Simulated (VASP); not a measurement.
# NbB3 (Pm) in VASP: relaxation of cell and atoms with PBE

Aim: the relaxation of cell and atoms of NbB3 with PBE.

Everything below comes from runs of VASP 6.6.1. Logs are shortened: lines on timing, memory, paths and dates and some standing lists are left out, and cuts for length are marked.

### 1 The cell of the first run

Symmetry: Pm, No. 6, monoclinic system. Conventional cell: a = 2.978 Å, b = 2.964 Å, c = 4.036 Å, α = 90.00°, β = 90.72°, γ = 90.00°. Nb (site symmetry m) has 12 B at 2.36 to 2.69 Å and 4 Nb at 2.96 to 2.98 Å within 3.1 Å. B (site symmetry m) has 6 B at 1.80 to 2.23 Å and 4 Nb at 2.36 to 2.69 Å within 2.7 Å. Within 2.4 Å of B (site symmetry m) lie 4 B at 1.78 to 1.81 Å and 4 Nb at 2.37 to 2.39 Å. B (site symmetry m) has 6 B at 1.78 to 2.23 Å and 4 Nb at 2.42 to 2.59 Å within 2.6 Å.

### 2 Relaxation of cell and atoms, PBE

File INCAR:

```
  ALGO = Fast
  EDIFF = 1E-6
  EDIFFG = -0.01
  ENCUT = 600
  GGA = PE
  IBRION = 2
  ISIF = 3
  ISMEAR = 0
  LASPH = T
  LCHARG = F
  LREAL = F
  LWAVE = F
  NELM = 60
  NSW = 100
  PREC = Accurate
  SIGMA = 0.1
```

File KPOINTS:

```
k-points
0
Gamma
  16 16 12
```

File POSCAR:

```
NbB3
1.0
    2.9780408314      0.0000000000      0.0000000000
    0.0000000000      2.9641029545      0.0000000000
   -0.0510501944      0.0000000000      4.0361224268
Nb B
1 3
Direct
    0.9966890799      0.0000000000      0.0828052314
    0.5376746208      0.0000000000      0.5551522361
    0.4878273915      0.5000000000      0.8049227667
    0.9778089079      0.5000000000      0.5571197659
```

Potentials or basis: VASP PAW PBE potentials, release 64 (Nb_sv, B).

Launch:

```bash
$ cat potpaw_PBE.64/Nb_sv/POTCAR potpaw_PBE.64/B/POTCAR > POTCAR
$ mpirun -np 1 vasp_std > vasp.out
```

OUTCAR:

```text
EDIFF = 1E-6
   EDIFFG = -0.01
   ENCUT = 600
   GGA = PE
   IBRION = 2
   ISIF = 3
   ISMEAR = 0
   LASPH = T
   LREAL = F
   NELM = 60
   NSW = 100
   PREC = Accurate

 ion  position               nearest neighbor table
   1  0.997  0.000  0.083-   2 2.36   3 2.37   3 2.37   3 2.39   3 2.39   4 2.42   4 2.42   2 2.48
                             2 2.52   4 2.59   4 2.59
   2  0.538  0.000  0.555-   3 1.80   3 1.80   4 1.98   4 1.98   1 2.36   1 2.48   1 2.52
   3  0.488  0.500  0.805-   4 1.78   2 1.80   2 1.80   4 1.81   1 2.37   1 2.37   1 2.39   1 2.39

   4  0.978  0.500  0.557-   3 1.78   3 1.81   2 1.98   2 1.98   1 2.42   1 2.42   1 2.59   1 2.59

  LATTYP: Found a simple monoclinic cell.
 ALAT       =     2.9780408314
 B/A-ratio  =     0.9953197831
 C/A-ratio  =     1.3554029284
 COS(beta)  =    -0.0126473149

  Lattice vectors:

 A1 = (   2.9780408314,   0.0000000000,   0.0000000000)
 A2 = (   0.0000000000,   2.9641029545,   0.0000000000)
 A3 = (  -0.0510501944,   0.0000000000,   4.0361224268)

Analysis of symmetry for initial positions (statically):
=====================================================================
 Subroutine PRICEL returns:
 Original cell was already a primitive cell.

 Routine SETGRP: Setting up the symmetry group for a
 simple monoclinic supercell.

 Subroutine GETGRP returns: Found  2 space group operations
 (whereof  2 operations were pure point group operations)
 out of a pool of  4 trial point group operations.

The static configuration has the point symmetry C_1h.

Analysis of symmetry for dynamics (positions and initial velocities):
=====================================================================
 Subroutine PRICEL returns:
 Original cell was already a primitive cell.

 Routine SETGRP: Setting up the symmetry group for a
 simple monoclinic supercell.

 Subroutine GETGRP returns: Found  2 space group operations
 (whereof  2 operations were pure point group operations)
 out of a pool of  4 trial point group operations.

The dynamic configuration has the point symmetry C_1h.

 Subroutine INISYM returns: Found  2 space group operations
 (whereof  2 operations are pure point group operations),
 and found     1 'primitive' translations

----------------------------------------------------------------------------------------

                                     Primitive cell

  volume of cell :      35.6277

  direct lattice vectors                    reciprocal lattice vectors
     2.978040831  0.000000000  0.000000000     0.335791232  0.000000000  0.004247197
     0.000000000  2.964102954  0.000000000     0.000000000  0.337370198  0.000000000
    -0.051050194  0.000000000  4.036122427     0.000000000  0.000000000  0.247762554

  length of vectors
     2.978040831  2.964102954  4.036445264     0.335818091  0.337370198  0.247762554

  position of ions in fractional coordinates (direct lattice)
     0.996689080  0.000000000  0.082805231
     0.537674621  0.000000000  0.555152236
     0.487827391  0.500000000  0.804922767
     0.977808908  0.500000000  0.557119766

  ion indices of the primitive-cell ions
   primitive index   ion index
                 1           1
                 2           2
                 3           3
                 4           4

----------------------------------------------------------------------------------------

 KPOINTS: k-points

Automatic generation of k-mesh.
 Grid dimensions read from file:
 generate k-points for:   16   16   12

 Generating k-lattice:

  Cartesian coordinates                     Fractional coordinates (reciprocal lattice)
     0.020986952  0.000000000  0.000265450     0.062500000  0.000000000  0.000000000
     0.000000000  0.021085637  0.000000000     0.000000000  0.062500000  0.000000000
     0.000000000  0.000000000  0.020646879     0.000000000  0.000000000  0.083333333

  Length of vectors
     0.020988631  0.021085637  0.020646879

  Shift w.r.t. Gamma in fractional coordinates (k-lattice)
     0.000000000  0.000000000  0.000000000

 Subroutine IBZKPT returns following result:
 ===========================================

 Found    882 irreducible k-points:

 Following reciprocal coordinates:
            Coordinates               Weight
  0.000000  0.000000  0.000000      1.000000
  0.062500  0.000000 -0.000000      2.000000
  0.125000  0.000000 -0.000000      2.000000
  0.187500  0.000000 -0.000000      2.000000
  0.250000  0.000000 -0.000000      2.000000
  0.312500  0.000000  0.000000      2.000000
[... 16 lines left out ...]
  0.250000  0.125000 -0.000000      4.000000
  0.312500  0.125000  0.000000      4.000000
 [... further k-points ...]
   k-points           NKPTS =    882   k-points in BZ     NKDIM =    882   number of bands    NBANDS=     15
   number of dos      NEDOS =    301   number of ions     NIONS =      4
   total plane-waves  NPLWV =  18432
   dimension x,y,z NGX =    24 NGY =   24 NGZ =   32
   dimension x,y,z NGXF=    48 NGYF=   48 NGZF=   64
   ions per type =               1   3
   NGX,Y,Z   is equivalent  to a cutoff of  13.40, 13.46, 13.18 a.u.
   NGXF,Y,Z  is equivalent  to a cutoff of  26.80, 26.92, 26.36 a.u.
 SYSTEM =  unknown system
   PREC   = accura    normal or accurate (medium, high low for compatibility)
   ISTART =      0    job   : 0-new  1-cont  2-samecut
   ICHARG =      2    charge: 1-file 2-atom 10-const
   ISPIN  =      1    spin polarized calculation?
   LNONCOLLINEAR =      F non collinear calculations
   LSORBIT =      F    spin-orbit coupling
   LASPH  =      T    aspherical Exc in radial PAW
   ENCUT  =  600.0 eV  44.10 Ry    6.64 a.u.   5.95  5.92  8.06*2*pi/ulx,y,z
   NELM   =     60;   NELMIN=  2; NELMDL= -5     # of ELM steps
   EDIFF  = 0.1E-05   stopping-criterion for ELM
   LREAL  =      F    real-space projection
   EDIFFG = -.1E-01   stopping-criterion for IOM
   NSW    =    100    number of steps for IOM
   IBRION =      2    ionic relax: 0-MD 1-quasi-New 2-CG
   NFREE  =      1    steps in history (QN), initial steepest desc. (CG)
   ISIF   =      3    stress and relaxation
   ISYM   =      2    0-nonsym 1-usesym 2-fastsym
   POTIM  = 0.5000    time-step for ionic-motion
   TEBEG  =    0.0;   TEEND  =   0.0 temperature during run
   PSTRESS=    0.0 pullay stress
   NELECT =      22.0000    total number of electrons
   NUPDOWN=      -1.0000    fix difference up-down
   EMIN   =  10.00;   EMAX   =-10.00  energy-range for DOS
   EFERMI =   0.00;   METHOD = LEGACY
   ISMEAR =     0;   SIGMA  =   0.10  broadening in eV -4-tet -1-fermi 0-gaus
   EFERMI_NEDOS =   21; number of points for ismear=-14 and -15
   IALGO  =     68    algorithm
   IMIX   =      4    mixing-type and parameters
     AMIX     =   0.40;   BMIX     =  1.00
     AMIX_MAG =   1.60;   BMIX_MAG =  1.00
  volume/ion in A,a.u.               =       8.91        60.11
  Fermi-wavevector in a.u.,A,eV,Ry     =   1.394076  2.634421 26.442196  1.943447
  Thomas-Fermi vector in A             =   2.517660
   LORBIT       =      0    0 simple, 1 ext, 2 COOP (PROOUT), +10 PAW based schemes
   GGA     = PE    functional components
   LHFCALC =     F    Hartree Fock is set to
   AEXX    =    0.0000 exact exchange contribution
   IVDW    =     0    specifies the selected vdW correction
   LEPSILON=     F    determine dielectric tensor
   LRPA    =     F    only Hartree local field effects (RPA)
 conjugate gradient relaxation of ions
 non-spin polarized calculation
 RMM-DIIS sequential band-by-band and
 Gauss-broadening in eV      SIGMA  =   0.10
  energy-cutoff  :      600.00
  volume of cell :       35.63
 maximum number of plane-waves:      1212
   NGX = 11   NGY = 11   NGZ = 17

--------------------------------------- Ionic step        1  -------------------------------------------

 number of electron      22.0000001 magnetization

 Free energy of the ion-electron system (eV)
  ---------------------------------------------------
  ext. energy  EPLUGINS =         0.00000000
  ---------------------------------------------------
  free energy    TOTEN  =       -30.95343817 eV

  energy without entropy =      -30.94887338  energy(sigma->0) =      -30.95115577

------------------------ aborting loop because EDIFF is reached ----------------------------------------

  FORCE on cell =-STRESS in cart. coord.  units (eV):
  Direction    XX          YY          ZZ          XY          YZ          ZX
  --------------------------------------------------------------------------------------
  -------------------------------------------------------------------------------------
  Total       -0.0652274     -0.0407049     -0.0767140      0.0000000      0.0000000     -0.0015571
  in kB       -2.9332739     -1.8304977     -3.4498237      0.0000000      0.0000000     -0.0700243
  external PRESSURE =      -2.7378651 kB  Pullay stress =       0.0000000 kB
[... 95 lines left out ...]
  FREE ENERGIE OF THE ION-ELECTRON SYSTEM (eV)
  ---------------------------------------------------
  free  energy   TOTEN  =       -30.9527093310 eV

  energy  without entropy=      -30.9481715630  energy(sigma->0) =      -30.95044045

[... ionic steps 4 to 16 ...]

--------------------------------------- Ionic step       17  -------------------------------------------

 number of electron      22.0000001 magnetization

------------------------ aborting loop because EDIFF is reached ----------------------------------------

  FORCE on cell =-STRESS in cart. coord.  units (eV):
  Direction    XX          YY          ZZ          XY          YZ          ZX
  --------------------------------------------------------------------------------------
  -------------------------------------------------------------------------------------
  Total       -0.0000982     -0.0032636      0.0030210      0.0000000      0.0000000      0.0036059
  in kB       -0.0044162     -0.1467011      0.1357962      0.0000000      0.0000000      0.1620875
  external PRESSURE =      -0.0051071 kB  Pullay stress =       0.0000000 kB
[... 61 lines left out ...]
  energy  without entropy=      -30.9496328675  energy(sigma->0) =      -30.95180133

--------------------------------------- Ionic step       19  -------------------------------------------

 number of electron      22.0000001 magnetization

 Free energy of the ion-electron system (eV)
  ---------------------------------------------------
  ext. energy  EPLUGINS =         0.00000000
  ---------------------------------------------------
  free energy    TOTEN  =       -30.95397707 eV

  energy without entropy =      -30.94963752  energy(sigma->0) =      -30.95180730

 E-fermi :  10.5334     XC(G=0): -12.7214

 val. band max:       10.5329301290   @ k =  -0.4375   0.0625   0.2500
 cond. band min:      10.5334409823   @ k =   0.0625   0.1875   0.3333
 fundamental gap:      0.0005108533
 Fermi energy:        10.5334395597

 k-point     1 :       0.0000    0.0000    0.0000
  band No.  band energies     occupation
      1     -44.5920      2.00000
      2     -20.8498      2.00000
      3     -20.3454      2.00000
      4     -20.3234      2.00000
      5      -4.2840      2.00000
      6       4.4414      2.00000
      7       5.9556      2.00000
      8       6.5757      2.00000
      9       6.6633      2.00000
     10       6.8906      2.00000
     11      10.8021      0.00014
     12      10.9833      0.00000
     13      11.8333      0.00000
     14      13.4128      0.00000
     15      13.7187      0.00000
[... 397 lines left out ...]
 k-point    24 :       0.3125    0.1250    0.0000
  band No.  band energies     occupation
      1     -44.5344      2.00000
      2     -20.8263      2.00000
      3     -20.7634      2.00000
      4     -20.3855      2.00000
      5      -2.7517      2.00000
      6       2.0304      2.00000
      7       4.9436      2.00000
      8       5.7092      2.00000
      9       7.4691      2.00000
     10       8.2377      2.00000
     11       9.0464      2.00000
     12      10.9987      0.00000
     13      12.6871      0.00000
     14      14.4023      0.00000
     15      14.8569      0.00000

 [... further k-points ...]
[... 5 lines left out ...]
  --------------------------------------------------------------------------------------
  -------------------------------------------------------------------------------------
  Total       -0.0002488      0.0010107     -0.0007275      0.0000000      0.0000000      0.0020849
  in kB       -0.0111828      0.0454341     -0.0327006      0.0000000      0.0000000      0.0937187
  external PRESSURE =       0.0005169 kB  Pullay stress =       0.0000000 kB
[... 19 lines left out ...]
  FREE ENERGIE OF THE ION-ELECTRON SYSTEM (eV)
  ---------------------------------------------------
  free  energy   TOTEN  =       -30.9539770681 eV

  energy  without entropy=      -30.9496375222  energy(sigma->0) =      -30.95180730

 reached required accuracy - stopping structural energy minimisation
```

Run time: 1.7 h. Hardware: 1 thread of Oxide Virtual Turin-like, shared host; peak memory 0.64 GiB.

What came out:

```
Free energy                           : -30.9540 eV
Relaxed volume                        : 8.91 Å³/atom
Relaxed cell                          : a = 2.985 Å, b = 2.964 Å, c = 4.029 Å, α = 90.00°, β = 90.94°, γ = 90.00°
Space group after relaxing (to 0.1 Å) : Pm (No. 6)
Energy gained by relaxing             : 0.1 meV/atom
Ionic steps                           : 19
Pressure after relaxing               : 0.0 GPa
Largest force after relaxing          : 0.007 eV/Å
Band gap on the k mesh                : zero (bands 11 and 12 overlap by 2.64 eV)
```

Forces in eV/Å, atoms in the order of the input:
```
Nb  -0.004  0.000  0.006
B    0.002  0.000 -0.003
B   -0.004  0.000 -0.003
B    0.005  0.000  0.000
```

The path:
| step | energy change (eV) | largest force (eV/Å) | pressure (GPa) | volume (Å³) |
| --- | --- | --- | --- | --- |
| 1 | 0.0000 | 0.0446 | -0.27 | 35.63 |
| 2 | 0.0007 | 0.0215 | 0.33 | 35.55 |
| 3 | 0.0007 | 0.0263 | 0.17 | 35.57 |
| 4 | -0.0002 | 0.0171 | 0.04 | 35.59 |
| 5 | -0.0002 | 0.0171 | 0.04 | 35.59 |
| 6 | -0.0002 | 0.0165 | -0.03 | 35.60 |
| 7 | -0.0002 | 0.0177 | -0.05 | 35.61 |
| 8 | -0.0002 | 0.0165 | -0.06 | 35.61 |
| 9 | -0.0003 | 0.0180 | -0.04 | 35.61 |
| 10 | -0.0003 | 0.0270 | 0.03 | 35.61 |
| 11 | -0.0004 | 0.0454 | 0.16 | 35.61 |
| 12 | -0.0004 | 0.0370 | 0.09 | 35.61 |
| 13 | -0.0004 | 0.0349 | 0.11 | 35.61 |
| 14 | -0.0004 | 0.0311 | 0.07 | 35.62 |
| 15 | -0.0005 | 0.0229 | 0.05 | 35.63 |
| 16 | -0.0005 | 0.0173 | -0.01 | 35.65 |
| 17 | -0.0005 | 0.0169 | 0.00 | 35.64 |
| 18 | -0.0005 | 0.0122 | 0.00 | 35.64 |
| 19 | -0.0005 | 0.0068 | 0.00 | 35.64 |

Final structure:
```
CELL_PARAMETERS angstrom
2.98464 0.00000 -0.00556
0.00000 2.96447 0.00000
-0.05869 0.00000 4.02848
ATOMIC_POSITIONS crystal
Nb 0.99735 0.00000 0.08294
B 0.54587 0.00000 0.55490
B 0.48508 0.50000 0.80465
B 0.97171 0.50000 0.55751
```

Levels at points of the mesh, in eV from the Fermi level:
```tsv
k point	band 8	band 9	band 10	band 11	band 12	band 13	band 14	band 15
(0.00, 0.00, 0.00)	-3.96	-3.87	-3.64	0.27	0.45	1.30	2.88	3.19
(0.50, 0.00, 0.00)	-3.43	-3.10	-1.73	-0.88	1.38	1.57	3.24	4.18
(0.00, 0.50, 0.00)	-3.51	-3.19	-1.66	-0.95	1.48	1.99	2.45	4.34
(0.50, 0.50, 0.00)	-7.32	-4.28	-4.10	-4.00	3.17	4.61	5.12	6.86
(0.00, 0.00, 0.50)	-4.79	-3.52	-2.57	1.55	2.93	3.29	3.60	4.09
(0.50, 0.00, 0.50)	-4.70	-2.49	-1.07	-1.04	-0.52	0.98	3.79	3.94
(0.00, 0.50, 0.50)	-4.82	-2.63	-1.01	-0.73	-0.68	0.71	3.53	3.83
(0.50, 0.50, 0.50)	-6.15	-5.83	-1.79	-1.77	0.83	3.46	3.48	4.71
```
